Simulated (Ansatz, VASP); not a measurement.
**One calculation of TiSi, two programs**

```xyz
8
Lattice="3.3127 0.0000 0.0000 0.0000 6.9723 0.0000 0.0000 0.0000 4.4743" Properties=species:S:1:pos:R:3 pbc="T T T"
Ti    0.0000    3.4861    0.2271
Ti    1.6564    3.4861    2.4642
Ti    1.6564    0.0000    2.4642
Ti    0.0000    0.0000    0.2271
Si    0.0000    5.2292    2.4642
Si    0.0000    1.7431    2.4642
Si    1.6564    1.7431    0.2271
Si    1.6564    5.2292    0.2271
```

Change from the starting cell: strain -0.080 along x and y, +0.080 along z, atoms carried along.

Alike in both runs: task single point; functional PBEsol; k mesh 12 × 6 × 10; occupations gaussian, width 0.15 eV; no spin polarisation.

|  | VASP | Ansatz |
| --- | --- | --- |
| version | VASP 6.6.1 | Ansatz 0.2.0 |
| potentials or method | VASP PAW PBE potentials, release 64 (Ti_sv, Si), cutoff 520 eV | scalar-relativistic, plane waves, PAW |
| valence electrons in the cell | 64 | 64 |

```csv
,VASP,Ansatz,Ansatz less VASP
gap on the k mesh at the Fermi level (eV),none,none,-
pressure (GPa),24.3,24.3,-0.03
"traceless stress, the component that is largest in VASP (GPa)",-19.78,-19.69,+0.093
```

VASP's potentials were made for PBE, not for PBEsol. A gap of «none» marks a metal or a gap that the smearing closes.
